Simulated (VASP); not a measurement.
# TiH2 (I4/mmm) in VASP: a series of runs, part 2 of 2

VASP 6.6.1.

### 3 Relaxation of shape and atoms at fixed volume, PBEsol (7.38 Å³/atom)

This run uses another cell than the first one, of 7.38 Å³/atom.

INCAR reads:

```
SYSTEM = TiH2
PREC = Accurate ; ENCUT = 600
EDIFF = 1E-6 ; ISMEAR = 0
SIGMA = 0.1 ; LREAL = .False.
LASPH = .True. ; NELM = 60
ALGO = Normal ; ISIF = 4
LWAVE = .False. ; LCHARG = .False.
GGA = PS ; IBRION = 2
NSW = 50 ; EDIFFG = -0.01
```

KPOINTS reads:

```
regular mesh
0
Gamma
  18 18 18
  0 0 0
```

POSCAR reads:

```
TiH2
1.0
   -1.6148612891      1.6148612891      2.1216793503
    1.6148612891     -1.6148612891      2.1216793503
    1.6148612891      1.6148612891     -2.1216793503
Ti H
1 2
Direct
    0.0000000000      0.0000000000      0.0000000000
    0.7500000000      0.2500000000      0.5000000000
    0.2500000000      0.7500000000      0.5000000000
```

Potentials or basis: VASP PAW PBE potentials, release 64 (Ti_sv, H).

Run with:

```
$ cat potpaw_PBE.64/Ti_sv/POTCAR potpaw_PBE.64/H/POTCAR > POTCAR
$ mpirun -np 1 vasp_std > vasp.out
```

OUTCAR:

```text
SYSTEM = TiH2
   PREC = Accurate
   ENCUT = 600
   EDIFF = 1E-6
   ISMEAR = 0
   LREAL = .False.
   LASPH = .True.
   NELM = 60
   ISIF = 4
   GGA = PS
   IBRION = 2
   NSW = 50
   EDIFFG = -0.01

 ion  position               nearest neighbor table
   1  0.000  0.000  0.000-
   2  0.750  0.250  0.500-
   3  0.250  0.750  0.500-

  LATTYP: Found a body centered tetragonal cell.
 ALAT       =     3.2297225782
 C/A-ratio  =     1.3138461889

  Lattice vectors:

 A1 = (  -1.6148612891,   1.6148612891,   2.1216793503)
 A2 = (   1.6148612891,  -1.6148612891,   2.1216793503)
 A3 = (   1.6148612891,   1.6148612891,  -2.1216793503)

Analysis of symmetry for initial positions (statically):
=====================================================================
 Subroutine PRICEL returns:
 Original cell was already a primitive cell.

 Routine SETGRP: Setting up the symmetry group for a
 body centered tetragonal supercell.

 Subroutine GETGRP returns: Found 16 space group operations
 (whereof 16 operations were pure point group operations)
 out of a pool of 16 trial point group operations.

The static configuration has the point symmetry D_4h.

Analysis of symmetry for dynamics (positions and initial velocities):
=====================================================================
 Subroutine PRICEL returns:
 Original cell was already a primitive cell.

 Routine SETGRP: Setting up the symmetry group for a
 body centered tetragonal supercell.

 Subroutine GETGRP returns: Found 16 space group operations
 (whereof 16 operations were pure point group operations)
 out of a pool of 16 trial point group operations.

The dynamic configuration has the point symmetry D_4h.

 Subroutine INISYM returns: Found 16 space group operations
 (whereof 16 operations are pure point group operations),
 and found     1 'primitive' translations

----------------------------------------------------------------------------------------

                                     Primitive cell

  volume of cell :      22.1315

  direct lattice vectors                    reciprocal lattice vectors
    -1.614861289  1.614861289  2.121679350     0.000000000  0.309624117  0.235662378
     1.614861289 -1.614861289  2.121679350     0.309624117  0.000000000  0.235662378
     1.614861289  1.614861289 -2.121679350     0.309624117  0.309624117  0.000000000

  length of vectors
     3.117222679  3.117222679  3.117222679     0.389106476  0.389106476  0.437874625

  position of ions in fractional coordinates (direct lattice)
     0.000000000  0.000000000  0.000000000
     0.750000000  0.250000000  0.500000000
     0.250000000  0.750000000  0.500000000

  ion indices of the primitive-cell ions
   primitive index   ion index
                 1           1
                 2           2
                 3           3

----------------------------------------------------------------------------------------

 KPOINTS: regular mesh
[... 49 lines left out ...]
 [... further k-points ...]
   k-points           NKPTS =    480   k-points in BZ     NKDIM =    480   number of bands    NBANDS=     11
   number of dos      NEDOS =    301   number of ions     NIONS =      3
   total plane-waves  NPLWV =  21952
   dimension x,y,z NGX =    28 NGY =   28 NGZ =   28
   dimension x,y,z NGXF=    56 NGYF=   56 NGZF=   56
   ions per type =               1   2
   NGX,Y,Z   is equivalent  to a cutoff of  14.93, 14.93, 14.93 a.u.
   NGXF,Y,Z  is equivalent  to a cutoff of  29.87, 29.87, 29.87 a.u.
 SYSTEM =  TiH2
   PREC   = accura    normal or accurate (medium, high low for compatibility)
   ISTART =      0    job   : 0-new  1-cont  2-samecut
   ICHARG =      2    charge: 1-file 2-atom 10-const
   ISPIN  =      1    spin polarized calculation?
   LNONCOLLINEAR =      F non collinear calculations
   LSORBIT =      F    spin-orbit coupling
   LASPH  =      T    aspherical Exc in radial PAW
   ENCUT  =  600.0 eV  44.10 Ry    6.64 a.u.   6.23  6.23  6.23*2*pi/ulx,y,z
   NELM   =     60;   NELMIN=  2; NELMDL= -5     # of ELM steps
   EDIFF  = 0.1E-05   stopping-criterion for ELM
   LREAL  =      F    real-space projection
   EDIFFG = -.1E-01   stopping-criterion for IOM
   NSW    =     50    number of steps for IOM
   IBRION =      2    ionic relax: 0-MD 1-quasi-New 2-CG
   NFREE  =      1    steps in history (QN), initial steepest desc. (CG)
   ISIF   =      4    stress and relaxation
   ISYM   =      2    0-nonsym 1-usesym 2-fastsym
   POTIM  = 0.5000    time-step for ionic-motion
   TEBEG  =    0.0;   TEEND  =   0.0 temperature during run
   PSTRESS=    0.0 pullay stress
   NELECT =      14.0000    total number of electrons
   NUPDOWN=      -1.0000    fix difference up-down
   EMIN   =  10.00;   EMAX   =-10.00  energy-range for DOS
   EFERMI =   0.00;   METHOD = LEGACY
   ISMEAR =     0;   SIGMA  =   0.10  broadening in eV -4-tet -1-fermi 0-gaus
   EFERMI_NEDOS =   21; number of points for ismear=-14 and -15
   IALGO  =     38    algorithm
   IMIX   =      4    mixing-type and parameters
     AMIX     =   0.40;   BMIX     =  1.00
     AMIX_MAG =   1.60;   BMIX_MAG =  1.00
  volume/ion in A,a.u.               =       7.38        49.78
  Fermi-wavevector in a.u.,A,eV,Ry     =   1.405338  2.655704 26.871164  1.974975
  Thomas-Fermi vector in A             =   2.527809
   LORBIT       =      0    0 simple, 1 ext, 2 COOP (PROOUT), +10 PAW based schemes
   GGA     = PS    functional components
   LHFCALC =     F    Hartree Fock is set to
   AEXX    =    0.0000 exact exchange contribution
   IVDW    =     0    specifies the selected vdW correction
   LEPSILON=     F    determine dielectric tensor
   LRPA    =     F    only Hartree local field effects (RPA)
 conjugate gradient relaxation of ions
 non-spin polarized calculation
 Gauss-broadening in eV      SIGMA  =   0.10
  energy-cutoff  :      600.00
  volume of cell :       22.13
 maximum number of plane-waves:       764
 NGX is ok and might be reduce to    28
   NGX = 13   NGY = 13   NGZ = 13

--------------------------------------- Ionic step        1  -------------------------------------------

 number of electron      13.9999999 magnetization

 Free energy of the ion-electron system (eV)
  ---------------------------------------------------
  ext. energy  EPLUGINS =         0.00000000
  ---------------------------------------------------
  free energy    TOTEN  =       -16.61505088 eV

  energy without entropy =      -16.60909985  energy(sigma->0) =      -16.61207537

------------------------ aborting loop because EDIFF is reached ----------------------------------------

  FORCE on cell =-STRESS in cart. coord.  units (eV):
  Direction    XX          YY          ZZ          XY          YZ          ZX
  --------------------------------------------------------------------------------------
  -------------------------------------------------------------------------------------
  Total       -1.0873692     -1.0873692     -1.0311843      0.0000000      0.0000000     -0.0000000
  in kB      -78.7186112    -78.7186112    -74.6511781      0.0000000      0.0000000     -0.0000000
  external PRESSURE =     -77.3628001 kB  Pullay stress =       0.0000000 kB
[... 61 lines left out ...]
--------------------------------------- Ionic step        3  -------------------------------------------

 number of electron      13.9999999 magnetization

 Free energy of the ion-electron system (eV)
  ---------------------------------------------------
  ext. energy  EPLUGINS =         0.00000000
  ---------------------------------------------------
  free energy    TOTEN  =       -16.61515539 eV

  energy without entropy =      -16.60899069  energy(sigma->0) =      -16.61207304

 E-fermi :   7.4292     XC(G=0): -11.6128

 val. band max:        7.4253509652   @ k =  -0.1667  -0.1667   0.1111
 cond. band min:       7.4304448695   @ k =  -0.1111   0.5000   0.0556
 fundamental gap:      0.0050939043
 Fermi energy:         7.4292145560

 k-point     1 :       0.0000    0.0000    0.0000
  band No.  band energies     occupation
      1     -49.5985      2.00000
      2     -25.7924      2.00000
      3     -25.7924      2.00000
      4     -25.7697      2.00000
      5      -2.9535      2.00000
      6       7.0694      2.00000
      7       7.0694      2.00000
      8       7.3922      1.39908
      9       8.1506      0.00000
     10       8.6357      0.00000
     11       9.1087      0.00000
[... 309 lines left out ...]
 k-point    24 :      -0.2222    0.0556    0.0000
  band No.  band energies     occupation
      1     -49.5787      2.00000
      2     -25.9226      2.00000
      3     -25.8161      2.00000
      4     -25.7932      2.00000
      5      -1.9571      2.00000
      6       4.3149      2.00000
      7       7.3326      1.82833
      8       7.6274      0.00506
      9       8.4920      0.00000
     10       9.0367      0.00000
     11      11.5089      0.00000

 [... further k-points ...]
[... 5 lines left out ...]
  --------------------------------------------------------------------------------------
  -------------------------------------------------------------------------------------
  Total       -1.0743203     -1.0743203     -1.0425428      0.0000000      0.0000000      0.0000000
  in kB      -77.7739541    -77.7739541    -75.4734672      0.0000000      0.0000000      0.0000000
  external PRESSURE =     -77.0071251 kB  Pullay stress =       0.0000000 kB
[... 18 lines left out ...]
  FREE ENERGIE OF THE ION-ELECTRON SYSTEM (eV)
  ---------------------------------------------------
  free  energy   TOTEN  =       -16.6151553910 eV

  energy  without entropy=      -16.6089906881  energy(sigma->0) =      -16.61207304

 reached required accuracy - stopping structural energy minimisation
```

OSZICAR:

```text
N       E                     dE             d eps       ncg     rms          rms(c)
DAV:   1     0.977978960712E+02    0.97798E+02   -0.82586E+03 10560   0.162E+03
DAV:   2    -0.132657916172E+02   -0.11106E+03   -0.10841E+03 10749   0.363E+02
DAV:   3    -0.189807225460E+02   -0.57149E+01   -0.56206E+01 15749   0.848E+01
DAV:   4    -0.191639883156E+02   -0.18327E+00   -0.18289E+00 13250   0.126E+01
[... 17 lines left out ...]
DAV:   1    -0.166154596953E+02   -0.37662E-03   -0.20023E-02 11414   0.229E+00    0.139E-01
DAV:   2    -0.166152394980E+02    0.22020E-03   -0.69823E-04 10806   0.356E-01    0.690E-02
DAV:   3    -0.166151559614E+02    0.83537E-04   -0.11651E-04 13815   0.184E-01    0.607E-03
DAV:   4    -0.166151557123E+02    0.24909E-06   -0.12569E-05 11032   0.526E-02    0.304E-03
DAV:   5    -0.166151553910E+02    0.32127E-06   -0.30951E-07  6083   0.120E-02
   3 F= -.16615155E+02 E0= -.16612073E+02  d E =-.104508E-03
```

It took 7.7 min on 1 thread of Intel Xeon 8259CL, shared host; peak memory 0.3 GiB.

What came out:

| Property | Result |
| --- | --- |
| Free energy | -16.6152 eV |
| Energy gained by relaxing | 0.0 meV/atom |
| Ionic steps | 3 |
| Pressure after relaxing | -7.7 GPa |
| Band gap on the k mesh | zero (bands 7 and 8 overlap by 0.66 eV) |

The path:
| step | energy change (eV) | largest force (eV/Å) | pressure (GPa) | volume (Å³) |
| --- | --- | --- | --- | --- |
| 1 | 0.0000 | 0.0000 | -7.74 | 22.13 |
| 2 | 0.0000 | 0.0000 | -7.73 | 22.13 |
| 3 | -0.0001 | 0.0000 | -7.70 | 22.13 |

Final structure:
```cif
data_structure
_symmetry_space_group_name_H-M 'P 1'
_symmetry_Int_Tables_number 1
_cell_length_a 3.1187
_cell_length_b 3.1187
_cell_length_c 3.1187
_cell_angle_alpha 117.714
_cell_angle_beta 117.714
_cell_angle_gamma 94.008
_cell_volume 22.13
loop_
_atom_site_label
_atom_site_type_symbol
_atom_site_fract_x
_atom_site_fract_y
_atom_site_fract_z
_atom_site_occupancy
Ti1 Ti 0.00000 0.00000 0.00000 1
H1 H 0.75000 0.25000 0.50000 1
H2 H 0.25000 0.75000 0.50000 1
```

Caveat: the PAW data sets were made with another functional, which shifts forces and pressure a little.

### 4 Relaxation of shape and atoms at fixed volume, PBEsol (7.66 Å³/atom)

This run uses another cell than the first one, of 7.66 Å³/atom.

INCAR reads:

```
SYSTEM = TiH2
PREC = Accurate
ENCUT = 600
EDIFF = 1E-6
ISMEAR = 0
SIGMA = 0.1
LREAL = .FALSE.
LASPH = .TRUE.
NELM = 80
ALGO = Normal
ISIF = 4
LWAVE = .FALSE.
LCHARG = .FALSE.
GGA = PS
IBRION = 2
NSW = 50
EDIFFG = -0.01
```

KPOINTS reads:

```
Automatic mesh
0
G
  18 18 18
  0 0 0
```

POSCAR reads:

```
TiH2
1.0
   -1.6305927444      1.6305927444      2.1594641879
    1.6305927444     -1.6305927444      2.1594641879
    1.6305927444      1.6305927444     -2.1594641879
Ti H
1 2
Direct
    0.0000000000      0.0000000000      0.0000000000
    0.7500000000      0.2500000000      0.5000000000
    0.2500000000      0.7500000000      0.5000000000
```

Run with:

```
$ cat potpaw_PBE.64/Ti_sv/POTCAR potpaw_PBE.64/H/POTCAR > POTCAR
$ mpirun -np 1 vasp_std > vasp.out
```

Wall time 6.4 min (1 thread of Intel Xeon 8259CL, shared host); peak memory 0.3 GiB.

The run converged. Its results:

* Free energy: -16.5648 eV
* Energy gained by relaxing: 0.0 meV/atom
* Ionic steps: 3
* Pressure after relaxing: -11.8 GPa
* Band gap on the k mesh: zero (bands 7 and 8 overlap by 0.64 eV)

Stress tensor (GPa, compression positive):
```
-11.87   0.00   0.00
  0.00 -11.87   0.00
  0.00   0.00 -11.59
```

The path:
| step | energy change (eV) | largest force (eV/Å) | pressure (GPa) | volume (Å³) |
| --- | --- | --- | --- | --- |
| 1 | 0.0000 | 0.0000 | -11.81 | 22.97 |
| 2 | 0.0000 | 0.0000 | -11.80 | 22.97 |
| 3 | -0.0001 | 0.0000 | -11.77 | 22.97 |

Final structure:
```
CELL_PARAMETERS angstrom
-1.62837 1.62837 2.16536
1.62837 -1.62837 2.16536
1.62837 1.62837 -2.16536
ATOMIC_POSITIONS crystal
Ti 0.00000 0.00000 0.00000
H 0.75000 0.25000 0.50000
H 0.25000 0.75000 0.50000
```

Levels at points of the mesh, in eV from the Fermi level:
```csv
k point,band 5,band 6,band 7,band 8,band 9,band 10
"(0.00, 0.00, 0.00)",-10.19,-0.34,-0.34,-0.06,0.66,1.18
"(0.50, 0.00, 0.00)",-6.98,-5.03,-0.36,0.08,2.02,2.22
"(0.50, 0.50, 0.00)",-5.41,-5.36,-2.85,2.05,2.20,2.37
"(0.50, 0.50, 0.50)",-5.95,-4.54,-2.76,2.21,2.24,2.24
```

Caveat: the PAW data sets were made with another functional, which shifts forces and pressure a little.

### 5 Summary

```csv
cell,gap on the mesh (eV),pressure (GPa)
"relaxed from a = 3.084 Å, angles 117.3, 117.3, 94.7°, 3 atoms",none,-4.1
"relaxed from a = 3.117 Å, angles 117.6, 117.6, 94.2°, 3 atoms",none,-7.7
"relaxed from a = 3.159 Å, angles 117.9, 117.9, 93.8°, 3 atoms",none,-11.8
```

Alike in all rows: task relaxation of shape and atoms at fixed volume; level PBEsol; potentials or basis VASP PAW PBE potentials, release 64 (Ti_sv, H); no spin polarisation; k mesh 18 × 18 × 18; cutoff (eV) 600; smearing gaussian 0.1 eV.

Caveats: the PAW data sets were made with another functional, which shifts forces and pressure a little.

Total energies depend on the potentials used, so only differences within one code and one set of settings carry meaning.
